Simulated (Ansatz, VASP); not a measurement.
**InO: VASP beside Ansatz**

File INCAR:

```
ALGO = Normal ; EDIFF = 1E-7
ENCUT = 520 ; GGA = PS
ISIF = 2 ; ISMEAR = 0
IVDW = 12 ; LASPH = T
LCHARG = F ; LREAL = F
LWAVE = F ; NBANDS = 27
NELM = 60 ; PREC = Accurate
SIGMA = 0.05
```

File KPOINTS:

```
k-points
0
Gamma
  12 12 4
```

Contents of POSCAR:

```
InO
1.0
    3.1761446390      0.0000000000      0.0000000000
   -1.5880723195      2.7506219435      0.0000000000
    0.0000000000      0.0000000000     17.8240367590
In O
2 2
Direct
    0.6666666667      0.3333333333      0.5886730781
    0.6666666667      0.3333333333      0.4113269219
    0.0000000000      0.0000000000      0.6398171659
    0.0000000000      0.0000000000      0.3601828341
```

Input for Ansatz:

```yaml
crystal:
  lattice:
    - [3.176144639, 0.0, 0.0]
    - [-1.5880723195, 2.7506219435, 0.0]
    - [0.0, 0.0, 17.824036759]
  atoms:
    - { symbol: In, position: [0.6666666667, 0.3333333333, 0.5886730781] }
    - { symbol: In, position: [0.6666666667, 0.3333333333, 0.4113269219] }
    - { symbol: O, position: [0.0, 0.0, 0.6398171659] }
    - { symbol: O, position: [0.0, 0.0, 0.3601828341] }
basis:
  ecutwfc: 420
kpoints:
  mp_grid: { grid: [12, 12, 4] }
hamiltonian:
  xc: pbesol
  dispersion: d3bj
scf:
  occupations: { method: gaussian, width: 0.05 }
output:
  forces: true
  stress: true
  eigenvalues: true
```

Alike in both runs: task single point; functional PBEsol; dispersion D3(BJ); k mesh 12 × 12 × 4; occupations gaussian, width 0.05 eV; no spin polarisation.

|  | VASP | Ansatz |
| --- | --- | --- |
| version | VASP 6.6.1 | Ansatz 0.2.0 |
| potentials or method | VASP PAW PBE potentials, release 64 (In_d, O), cutoff 520 eV | scalar-relativistic, plane waves, PAW |
| valence electrons in the cell | 38 | 38 |

|  | VASP | Ansatz | Ansatz less VASP |
| --- | --- | --- | --- |
| gap on the k mesh at the Fermi level (eV) | none | none | - |
| rms of the force components (eV/Å) | 0.650 | 0.627 | -0.0236 |

VASP's potentials were made for PBE, not for PBEsol. Atom by atom the forces differ by 0.028 eV/Å (rms over components). A gap of «none» marks a metal or a gap that the smearing closes.
